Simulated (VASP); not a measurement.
# CdS (Hawleyite) (F-43m) in VASP: a series of runs

The runs below take CdS (Hawleyite) through relaxation of cell and atoms, single point, with PBE, r2SCAN.

All numbers are computed with VASP 6.6.1; they aren't measurements. Logs are shortened: lines on timing, memory, paths and dates and some standing lists are left out, and cuts for length are marked.

## 1. The cell of the first run

It takes space group F-43m (No. 216, cubic). The conventional cell has a = 5.833 Å, b = 5.833 Å, c = 5.833 Å, α = 90.00°, β = 90.00°, γ = 90.00°. Within 3.3 Å of Cd (site symmetry -43m) lie 4 S at 2.53 Å. Within 3.3 Å of S (site symmetry -43m) lie 4 Cd at 2.53 Å.

## 2. Relaxation of cell and atoms, PBE

Input file INCAR:

```
SYSTEM = CdS
PREC = Accurate
ENCUT = 600
EDIFF = 1E-7
ISMEAR = -1
SIGMA = 0.02
LREAL = .False.
LASPH = .True.
NELM = 80
ALGO = Normal
ISIF = 3
LWAVE = .False.
LCHARG = .False.
GGA = PE
IBRION = 2
NSW = 80
EDIFFG = -0.005
```

Input file KPOINTS:

```
regular mesh
0
Gamma
  8 8 8
  0 0 0
```

Input file POSCAR:

```
CdS
1.0
    0.0000000000      2.9165000000      2.9165000000
    2.9165000000      0.0000000000      2.9165000000
    2.9165000000      2.9165000000      0.0000000000
Cd S
1 1
Direct
    0.0000000000      0.0000000000      0.0000000000
    0.2500000000      0.2500000000      0.2500000000
```

Potentials or basis: VASP PAW PBE potentials, release 64 (Cd, S).

Run with:

```bash
$ cat potpaw_PBE.64/Cd/POTCAR potpaw_PBE.64/S/POTCAR > POTCAR
$ mpirun -np 1 vasp_std > vasp.out
```

OUTCAR:

```text
SYSTEM = CdS
   PREC = Accurate
   ENCUT = 600
   EDIFF = 1E-7
   ISMEAR = -1
   LREAL = .False.
   LASPH = .True.
   NELM = 80
   ISIF = 3
   GGA = PE
   IBRION = 2
   NSW = 80
   EDIFFG = -0.005

 ion  position               nearest neighbor table
   1  0.000  0.000  0.000-   2 2.53   2 2.53   2 2.53   2 2.53
   2  0.250  0.250  0.250-   1 2.53   1 2.53   1 2.53   1 2.53

  LATTYP: Found a face centered cubic cell.
 ALAT       =     5.8330000000

  Lattice vectors:

 A1 = (   0.0000000000,   2.9165000000,   2.9165000000)
 A2 = (   2.9165000000,   0.0000000000,   2.9165000000)
 A3 = (   2.9165000000,   2.9165000000,   0.0000000000)

Analysis of symmetry for initial positions (statically):
=====================================================================
 Subroutine PRICEL returns:
 Original cell was already a primitive cell.

 Routine SETGRP: Setting up the symmetry group for a
 face centered cubic supercell.

 Subroutine GETGRP returns: Found 24 space group operations
 (whereof 24 operations were pure point group operations)
 out of a pool of 48 trial point group operations.

The static configuration has the point symmetry T_d .

Analysis of symmetry for dynamics (positions and initial velocities):
=====================================================================
 Subroutine PRICEL returns:
 Original cell was already a primitive cell.

 Routine SETGRP: Setting up the symmetry group for a
 face centered cubic supercell.

 Subroutine GETGRP returns: Found 24 space group operations
 (whereof 24 operations were pure point group operations)
 out of a pool of 48 trial point group operations.

The dynamic configuration has the point symmetry T_d .

 Subroutine INISYM returns: Found 24 space group operations
 (whereof 24 operations are pure point group operations),
 and found     1 'primitive' translations

----------------------------------------------------------------------------------------

                                     Primitive cell

  volume of cell :      49.6153

  direct lattice vectors                    reciprocal lattice vectors
     0.000000000  2.916500000  2.916500000    -0.171438368  0.171438368  0.171438368
     2.916500000  0.000000000  2.916500000     0.171438368 -0.171438368  0.171438368
     2.916500000  2.916500000  0.000000000     0.171438368  0.171438368 -0.171438368

  length of vectors
     4.124553855  4.124553855  4.124553855     0.296939964  0.296939964  0.296939964

  position of ions in fractional coordinates (direct lattice)
     0.000000000  0.000000000  0.000000000
     0.250000000  0.250000000  0.250000000

  ion indices of the primitive-cell ions
   primitive index   ion index
                 1           1
                 2           2

----------------------------------------------------------------------------------------

 KPOINTS: regular mesh

Automatic generation of k-mesh.
 Grid dimensions read from file:
 generate k-points for:    8    8    8

 Generating k-lattice:

  Cartesian coordinates                     Fractional coordinates (reciprocal lattice)
    -0.021429796  0.021429796  0.021429796     0.125000000  0.000000000  0.000000000
     0.021429796 -0.021429796  0.021429796     0.000000000  0.125000000  0.000000000
     0.021429796  0.021429796 -0.021429796     0.000000000  0.000000000  0.125000000

  Length of vectors
     0.037117495  0.037117495  0.037117495

  Shift w.r.t. Gamma in fractional coordinates (k-lattice)
     0.000000000  0.000000000  0.000000000

 Subroutine IBZKPT returns following result:
 ===========================================

 Found     29 irreducible k-points:

 Following reciprocal coordinates:
            Coordinates               Weight
  0.000000  0.000000  0.000000      1.000000
  0.125000  0.000000  0.000000      8.000000
  0.250000  0.000000  0.000000      8.000000
  0.375000  0.000000  0.000000      8.000000
  0.500000  0.000000  0.000000      4.000000
  0.125000  0.125000  0.000000      6.000000
[... 16 lines left out ...]
  0.500000  0.250000  0.125000     48.000000
 -0.375000  0.250000  0.125000     24.000000
 [... further k-points ...]
   k-points           NKPTS =     29   k-points in BZ     NKDIM =     29   number of bands    NBANDS=     13
   number of dos      NEDOS =    301   number of ions     NIONS =      2
   total plane-waves  NPLWV =  46656
   dimension x,y,z NGX =    36 NGY =   36 NGZ =   36
   dimension x,y,z NGXF=    72 NGYF=   72 NGZF=   72
   ions per type =               1   1
   NGX,Y,Z   is equivalent  to a cutoff of  14.51, 14.51, 14.51 a.u.
   NGXF,Y,Z  is equivalent  to a cutoff of  29.02, 29.02, 29.02 a.u.
 SYSTEM =  CdS
   PREC   = accura    normal or accurate (medium, high low for compatibility)
   ISTART =      0    job   : 0-new  1-cont  2-samecut
   ICHARG =      2    charge: 1-file 2-atom 10-const
   ISPIN  =      1    spin polarized calculation?
   LNONCOLLINEAR =      F non collinear calculations
   LSORBIT =      F    spin-orbit coupling
   LASPH  =      T    aspherical Exc in radial PAW
   ENCUT  =  600.0 eV  44.10 Ry    6.64 a.u.   8.24  8.24  8.24*2*pi/ulx,y,z
   NELM   =     80;   NELMIN=  2; NELMDL= -5     # of ELM steps
   EDIFF  = 0.1E-06   stopping-criterion for ELM
   LREAL  =      F    real-space projection
   EDIFFG = -.5E-02   stopping-criterion for IOM
   NSW    =     80    number of steps for IOM
   IBRION =      2    ionic relax: 0-MD 1-quasi-New 2-CG
   NFREE  =      1    steps in history (QN), initial steepest desc. (CG)
   ISIF   =      3    stress and relaxation
   ISYM   =      2    0-nonsym 1-usesym 2-fastsym
   POTIM  = 0.5000    time-step for ionic-motion
   TEBEG  =    0.0;   TEEND  =   0.0 temperature during run
   PSTRESS=    0.0 pullay stress
   NELECT =      18.0000    total number of electrons
   NUPDOWN=      -1.0000    fix difference up-down
   EMIN   =  10.00;   EMAX   =-10.00  energy-range for DOS
   EFERMI =   0.00;   METHOD = LEGACY
   ISMEAR =    -1;   SIGMA  =   0.02  broadening in eV -4-tet -1-fermi 0-gaus
   EFERMI_NEDOS =   21; number of points for ismear=-14 and -15
   IALGO  =     38    algorithm
   IMIX   =      4    mixing-type and parameters
     AMIX     =   0.40;   BMIX     =  1.00
     AMIX_MAG =   1.60;   BMIX_MAG =  1.00
  volume/ion in A,a.u.               =      24.81       167.41
  Fermi-wavevector in a.u.,A,eV,Ry     =   1.167599  2.206442 18.548649  1.363287
  Thomas-Fermi vector in A             =   2.304097
   LORBIT       =      0    0 simple, 1 ext, 2 COOP (PROOUT), +10 PAW based schemes
   GGA     = PE    functional components
   LHFCALC =     F    Hartree Fock is set to
   AEXX    =    0.0000 exact exchange contribution
   IVDW    =     0    specifies the selected vdW correction
   LEPSILON=     F    determine dielectric tensor
   LRPA    =     F    only Hartree local field effects (RPA)
 conjugate gradient relaxation of ions
 non-spin polarized calculation
  energy-cutoff  :      600.00
  volume of cell :       49.62
 maximum number of plane-waves:      1676
 NGX is ok and might be reduce to    36
   NGX = 17   NGY = 17   NGZ = 17

--------------------------------------- Ionic step        1  -------------------------------------------

 number of electron      17.9999999 magnetization

 Free energy of the ion-electron system (eV)
  ---------------------------------------------------
  ext. energy  EPLUGINS =         0.00000000
  ---------------------------------------------------
  free energy    TOTEN  =        -6.12115819 eV

  energy without entropy =       -6.12115819  energy(sigma->0) =       -6.12115819

------------------------ aborting loop because EDIFF is reached ----------------------------------------

  FORCE on cell =-STRESS in cart. coord.  units (eV):
  Direction    XX          YY          ZZ          XY          YZ          ZX
  --------------------------------------------------------------------------------------
  -------------------------------------------------------------------------------------
  Total        0.9842478      0.9842478      0.9842478      0.0000000     -0.0000000      0.0000000
  in kB       31.7833092     31.7833092     31.7833092      0.0000000     -0.0000000      0.0000000
  external PRESSURE =      31.7833092 kB  Pullay stress =       0.0000000 kB

 VOLUME and BASIS-vectors are now :
 -----------------------------------------------------------------------------
  energy-cutoff  :      600.00
  volume of cell :       49.62
      direct lattice vectors                 reciprocal lattice vectors
     0.000000000  2.916500000  2.916500000    -0.171438368  0.171438368  0.171438368
     2.916500000  0.000000000  2.916500000     0.171438368 -0.171438368  0.171438368
     2.916500000  2.916500000  0.000000000     0.171438368  0.171438368 -0.171438368
[... 37 lines left out ...]
 POSITION                                       TOTAL-FORCE (eV/Angst)
 -----------------------------------------------------------------------------------
     -0.00000      2.98574      2.98574        -0.000000     -0.000000     -0.000000
      1.49287      1.49287      1.49287         0.000000      0.000000      0.000000
 -----------------------------------------------------------------------------------
    total drift:                               -0.000000     -0.000000     -0.000000

  FREE ENERGIE OF THE ION-ELECTRON SYSTEM (eV)
  ---------------------------------------------------
  free  energy   TOTEN  =        -6.1437574996 eV

  energy  without entropy=       -6.1437574996  energy(sigma->0) =       -6.14375750

--------------------------------------- Ionic step        3  -------------------------------------------

 number of electron      17.9999999 magnetization

 Free energy of the ion-electron system (eV)
  ---------------------------------------------------
  ext. energy  EPLUGINS =         0.00000000
  ---------------------------------------------------
  free energy    TOTEN  =        -6.14644773 eV

  energy without entropy =       -6.14644773  energy(sigma->0) =       -6.14644773

 E-fermi :   1.3206     XC(G=0):  -8.9058

 val. band max:        0.8790056123   @ k =   0.0000   0.0000   0.0000
 cond. band min:       1.9119276582   @ k =   0.0000   0.0000   0.0000
 fundamental gap:      1.0329220459
 Fermi energy:         1.3205876451

 k-point     1 :       0.0000    0.0000    0.0000
  band No.  band energies     occupation
      1     -11.1824      2.00000
      2      -6.6751      2.00000
      3      -6.6751      2.00000
      4      -6.6751      2.00000
      5      -6.2638      2.00000
      6      -6.2638      2.00000
      7       0.8790      2.00000
      8       0.8790      2.00000
      9       0.8790      2.00000
     10       1.9119      0.00000
     11       7.4296      0.00000
     12       7.4296      0.00000
     13       7.4296      0.00000

 k-point     2 :       0.1250    0.0000    0.0000
  band No.  band energies     occupation
      1     -11.1272      2.00000
      2      -6.6556      2.00000
      3      -6.6556      2.00000
      4      -6.6237      2.00000
      5      -6.2646      2.00000
      6      -6.2646      2.00000
      7      -0.1137      2.00000
      8       0.7691      2.00000
      9       0.7691      2.00000
     10       2.7469      0.00000
     11       7.1573      0.00000
[... 339 lines left out ...]
 k-point    24 :      -0.3750    0.2500    0.1250
  band No.  band energies     occupation
      1     -10.7471      2.00000
      2      -6.5317      2.00000
      3      -6.4999      2.00000
      4      -6.2838      2.00000
      5      -6.2403      2.00000
      6      -5.8292      2.00000
      7      -2.9557      2.00000
      8      -0.8958      2.00000
      9      -0.2248      2.00000
     10       5.1053      0.00000
     11       6.7258      0.00000
     12       8.0001      0.00000
     13       9.1470      0.00000

 [... further k-points ...]
[... 5 lines left out ...]
  --------------------------------------------------------------------------------------
  -------------------------------------------------------------------------------------
  Total        0.0036467      0.0036467      0.0036467     -0.0000000     -0.0000000      0.0000000
  in kB        0.1117332      0.1117332      0.1117332     -0.0000000     -0.0000000      0.0000000
  external PRESSURE =       0.1117332 kB  Pullay stress =       0.0000000 kB

 VOLUME and BASIS-vectors are now :
 -----------------------------------------------------------------------------
  energy-cutoff  :      600.00
  volume of cell :       52.29
      direct lattice vectors                 reciprocal lattice vectors
    -0.000000000  2.968028194  2.968028194    -0.168462012  0.168462012  0.168462012
     2.968028194 -0.000000000  2.968028194     0.168462012 -0.168462012  0.168462012
     2.968028194  2.968028194  0.000000000     0.168462012  0.168462012 -0.168462012

 POSITION                                       TOTAL-FORCE (eV/Angst)
 -----------------------------------------------------------------------------------
      0.00000      0.00000      0.00000         0.000000     -0.000000     -0.000000
      1.48401      1.48401      1.48401        -0.000000      0.000000      0.000000
 -----------------------------------------------------------------------------------
    total drift:                               -0.000000     -0.000000     -0.000000

  FREE ENERGIE OF THE ION-ELECTRON SYSTEM (eV)
  ---------------------------------------------------
  free  energy   TOTEN  =        -6.1464477282 eV

  energy  without entropy=       -6.1464477282  energy(sigma->0) =       -6.14644773

 reached required accuracy - stopping structural energy minimisation
```

Wall time 26 s (1 thread of Intel Xeon 6975P-C (Granite Rapids), shared host); peak memory 0.22 GiB.

Results:

```yaml
Free_energy: -6.1464 eV
Relaxed_volume: 26.15 Å³/atom
Relaxed_cell: a = 4.197 Å, b = 4.197 Å, c = 4.197 Å, α = 60.00°, β = 60.00°, γ = 60.00°
Space_group_after_relaxing_to_0.05_Å: F-43m (No. 216)
Energy_gained_by_relaxing: 12.6 meV/atom
Ionic_steps: 3
Pressure_after_relaxing: 0.0 GPa
Band_gap_on_the_k_mesh: 1.03 eV, direct
```

Step by step:
| step | energy change (eV) | largest force (eV/Å) | pressure (GPa) | volume (Å³) |
| --- | --- | --- | --- | --- |
| 1 | 0.0000 | 0.0000 | 3.18 | 49.62 |
| 2 | -0.0226 | 0.0000 | -0.91 | 53.23 |
| 3 | -0.0253 | 0.0000 | 0.01 | 52.29 |

Final structure:
```
Cd S
1.0
     0.00000    2.96803    2.96803
     2.96803    0.00000    2.96803
     2.96803    2.96803    0.00000
Cd S
1 1
Cartesian
  0.0000 0.0000 0.0000
  1.4840 1.4840 1.4840
```

Levels at points of the mesh, in eV from the valence-band top:
| k point | band 7 | band 8 | band 9 | band 10 | band 11 | band 12 |
| --- | --- | --- | --- | --- | --- | --- |
| (0.00, 0.00, 0.00) | 0.00 | 0.00 | 0.00 | 1.03 | 6.55 | 6.55 |
| (0.50, 0.00, 0.00) | -4.09 | -0.68 | -0.68 | 2.93 | 7.00 | 7.00 |
| (0.50, 0.50, 0.00) | -3.73 | -1.70 | -1.70 | 3.64 | 4.27 | 9.02 |

## 3. Relaxation of cell and atoms, r2SCAN

This run uses another cell than the first one, of 26.02 Å³/atom, 1.049 times its volume.

Input file POSCAR:

```
CdS
1.0
    0.0000000000      2.9632110667      2.9632110667
    2.9632110667      0.0000000000      2.9632110667
    2.9632110667      2.9632110667      0.0000000000
Cd S
1 1
Direct
    0.0000000000      0.0000000000      0.0000000000
    0.2500000000      0.2500000000      0.2500000000
```

Input file INCAR.step1:

```
PREC = Accurate
ENCUT = 600
ISMEAR = -1
SIGMA = 0.02
LREAL = F
LASPH = T
NELM = 100
GGA = PE
ALGO = Normal
EDIFF = 1E-4
LWAVE = T
LCHARG = F
```

Input file INCAR.step2:

```
PREC = Accurate
ENCUT = 600
EDIFF = 1E-6
ISMEAR = -1
SIGMA = 0.02
LREAL = F
LASPH = T
NELM = 100
ALGO = Normal
ISIF = 3
LWAVE = F
LCHARG = F
METAGGA = R2SCAN
LMIXTAU = T
IBRION = 2
NSW = 80
EDIFFG = -0.005
ISTART = 1
```

Input file KPOINTS:

```
Automatic mesh
0
Gamma
  6 6 6
```

Potentials or basis: VASP PAW PBE potentials, release 64 (Cd, S).

Run with:

```bash
$ cat potpaw_PBE.64/Cd/POTCAR potpaw_PBE.64/S/POTCAR > POTCAR
$ cp INCAR.step1 INCAR
$ mpirun -np 1 vasp_std > vasp.out
$ cp INCAR.step2 INCAR
$ mpirun -np 1 vasp_std > vasp.out
```

Wall time 71 s (1 thread of Intel Xeon 6975P-C (Granite Rapids), shared host); peak memory 0.22 GiB.

Results (log left out):

* Free energy: -29.6852 eV
* Relaxed volume: 25.50 Å³/atom
* Relaxed cell: a = 4.162 Å, b = 4.162 Å, c = 4.162 Å, α = 60.00°, β = 60.00°, γ = 60.00°
* Space group after relaxing (to 0.05 Å): F-43m (No. 216)
* Energy gained by relaxing: 2.0 meV/atom
* Ionic steps: 3
* Pressure after relaxing: 0.0 GPa
* Band gap on the k mesh: 1.53 eV, direct

Step by step:
| step | energy change (eV) | largest force (eV/Å) | pressure (GPa) | volume (Å³) |
| --- | --- | --- | --- | --- |
| 1 | 0.0000 | 0.0000 | -1.17 | 52.04 |
| 2 | -0.0034 | 0.0000 | 0.45 | 50.62 |
| 3 | -0.0039 | 0.0000 | 0.00 | 50.99 |

Final structure:
```xyz
2
Lattice="0.0000 2.9432 2.9432 2.9432 0.0000 2.9432 2.9432 2.9432 0.0000" Properties=species:S:1:pos:R:3 pbc="T T T"
Cd    0.0000    0.0000    0.0000
S     1.4716    1.4716    1.4716
```

Levels at points of the mesh, in eV from the valence-band top:
| k point | band 6 | band 7 | band 8 | band 9 | band 10 | band 11 | band 12 | band 13 |
| --- | --- | --- | --- | --- | --- | --- | --- | --- |
| (0.00, 0.00, 0.00) | -7.40 | 0.00 | 0.00 | 0.00 | 1.53 | 7.08 | 7.08 | 7.08 |
| (0.50, 0.00, 0.00) | -7.04 | -4.30 | -0.73 | -0.73 | 3.43 | 7.48 | 7.48 | 7.81 |
| (0.50, 0.50, 0.00) | -6.97 | -3.86 | -1.83 | -1.83 | 3.88 | 4.72 | 9.67 | 11.38 |

Caveat: the PAW data sets were made with another functional, which shifts forces and pressure a little. r2SCAN opens gaps a little over a GGA but as a rule still falls short of measured ones.

## 4. Single point, PBE

This run uses another cell than the first one, of 25.39 Å³/atom, 1.024 times its volume.

Input file INCAR:

```
SYSTEM = CdS
PREC     = Accurate       ! precision mode
ENCUT    = 520            ! plane-wave cutoff, eV
EDIFF    = 1E-7           ! SCF threshold, eV
ISMEAR   = 0              ! smearing method
SIGMA    = 0.01           ! smearing width, eV
LREAL    = .False.        ! projectors in reciprocal space
LASPH    = .True.         ! aspherical terms in the spheres
NELM     = 80             ! most SCF steps
ALGO     = Normal         ! electronic algorithm
ISIF     = 2              ! what is computed and relaxed
LWAVE    = .False.        ! write WAVECAR
LCHARG   = .True.         ! write CHGCAR
GGA      = PE             ! functional
LELF     = .True.         ! ELF
LVHAR    = .True.       
NBANDS   = 16             ! bands
```

Input file KPOINTS:

```
regular mesh
0
Gamma
  4 4 4
  0 0 0
```

Input file POSCAR:

```
CdS
1.0
    0.0000000000      2.9392138922      2.9392138922
    2.9392138922      0.0000000000      2.9392138922
    2.9392138922      2.9392138922      0.0000000000
Cd S
1 1
Direct
    0.0000000000      0.0000000000      0.0000000000
    0.2500000000      0.2500000000      0.2500000000
```

Run with:

```bash
$ cat potpaw_PBE.64/Cd/POTCAR potpaw_PBE.64/S/POTCAR > POTCAR
$ mpirun -np 1 vasp_std > vasp.out
```

It took 7.6 s on 1 thread of AMD EPYC 9R45 (Zen 5), shared host; peak memory 0.14 GiB.

The run converged. Its results:

- Free energy: -6.1070 eV
- Pressure: 1.9 GPa
- Band gap on the k mesh: 1.09 eV, direct

Levels at points of the mesh, in eV from the valence-band top:
| k point | band 7 | band 8 | band 9 | band 10 | band 11 | band 12 |
| --- | --- | --- | --- | --- | --- | --- |
| (0.00, 0.00, 0.00) | 0.00 | 0.00 | 0.00 | 1.09 | 6.53 | 6.53 |
| (0.50, 0.00, 0.00) | -4.27 | -0.72 | -0.72 | 2.97 | 7.00 | 7.00 |
| (0.50, 0.50, 0.00) | -3.86 | -1.80 | -1.80 | 3.58 | 4.31 | 9.13 |

Caveat: the k points lie up to 0.46 Å⁻¹ apart.

## 5. Overview

| task | level | cell | k mesh | cutoff (eV) | smearing | gap on the mesh (eV) | pressure (GPa) | relaxed volume (Å³/atom) |
| --- | --- | --- | --- | --- | --- | --- | --- | --- |
| relaxation of cell and atoms | PBE | relaxed from a = 4.125 Å, angles 60.0°, 2 atoms | 8 × 8 × 8 | 600 | fermi-dirac 0.02 eV | 1.03 | 0.0 | 26.15 |
| relaxation of cell and atoms | r2SCAN | relaxed from a = 4.191 Å, angles 60.0°, 2 atoms | 6 × 6 × 6 | 600 | fermi-dirac 0.02 eV | 1.53 | 0.0 | 25.50 |
| single point | PBE | a = 4.157 Å, angles 60.0°, 2 atoms | 4 × 4 × 4 | 520 | gaussian 0.01 eV | 1.09 | 1.9 | - |

Alike in all rows: potentials or basis VASP PAW PBE potentials, release 64 (Cd, S); no spin polarisation.

Caveats: some runs use coarse meshes; the PAW data sets were made with another functional, which shifts forces and pressure a little (some runs).

Absolute energies hang on the potentials; compare differences alone.
